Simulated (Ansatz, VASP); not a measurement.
# One calculation of MgO, two programs

```
Mg O
1.0
     3.51519    0.00000    0.00000
    -1.75760    3.04425    0.00000
     0.00000    0.00000    4.21257
Mg O
2 2
Direct
  0.66667 0.33333 0.75000
  0.33333 0.66667 0.25000
  0.66667 0.33333 0.25000
  0.33333 0.66667 0.75000
```

Alike in both runs: task single point; functional PBEsol; k mesh 6 × 6 × 6; no spin polarisation.

|  | VASP | Ansatz |
| --- | --- | --- |
| version | VASP 6.6.1 | Ansatz 0.2.0 |
| potentials or method | VASP PAW PBE potentials, release 64 (Mg, O), cutoff 520 eV | plane waves, PAW |
| occupations | gaussian, width 0.01 eV | fixed |
| valence electrons in the cell | 16 | 32 |

```csv
,VASP,Ansatz,Ansatz less VASP
pressure (GPa),-2.4,-2.0,+0.40
"traceless stress, the component that is largest in VASP (GPa)",0.03,0.09,+0.061
```

VASP's potentials were made for PBE, not for PBEsol. VASP's potentials hold 16 valence electrons a cell and Ansatz's 32, so a difference there can come from the potentials and not from the codes.
